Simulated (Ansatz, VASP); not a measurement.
## Two plane-wave programs on Co2W3

```
CELL_PARAMETERS angstrom
2.73855 0.00000 0.00000
-1.36927 2.37165 0.00000
0.00000 0.00000 21.77908
ATOMIC_POSITIONS crystal
Co 0.66667 0.33333 0.90360
Co 0.66667 0.33333 0.09640
Co 0.66667 0.33333 0.28947
Co 0.66667 0.33333 0.71053
W 0.33333 0.66667 0.80721
W 0.33333 0.66667 0.00000
W 0.33333 0.66667 0.19279
W 0.33333 0.66667 0.38603
W 0.33333 0.66667 0.61397
W 0.66667 0.33333 0.50000
```

Alike in both runs: functional PBE; k mesh 6 × 6 × 1; occupations gaussian, width 0.1 eV; collinear spin.

Ansatz relaxed the structure, and its values are those at the end. VASP's run is a single point on that final structure, the one shown.

|  | VASP | Ansatz |
| --- | --- | --- |
| version | VASP 6.6.1 | Ansatz 0.2.0 |
| potentials or method | VASP PAW PBE potentials, release 64 (Co, W_sv), cutoff 520 eV | scalar-relativistic, plane waves, PAW |
| valence electrons in the cell | 120 | 152 |

```csv
,VASP,Ansatz,Ansatz less VASP
gap on the k mesh at the Fermi level (eV),none,none,-
pressure (GPa),0.4,0.0,-0.39
rms of the force components (eV/Å),0.008,0.004,-0.0033
net moment per atom (μB),0.02,0.08,+0.057
size of the moment on the site where the two differ most (μB),0.17,0.20,+0.030
```

Site moments also hang on the region over which each program counts them. A gap of «none» marks a metal or a gap that the smearing closes. VASP's potentials hold 120 valence electrons a cell and Ansatz's 152, so a difference there can come from the potentials and not from the codes. Ansatz's warnings: seeded moment not kept.

The k mesh is coarse, so the values compare programs but aren't converged. Spin-orbit coupling is off throughout.
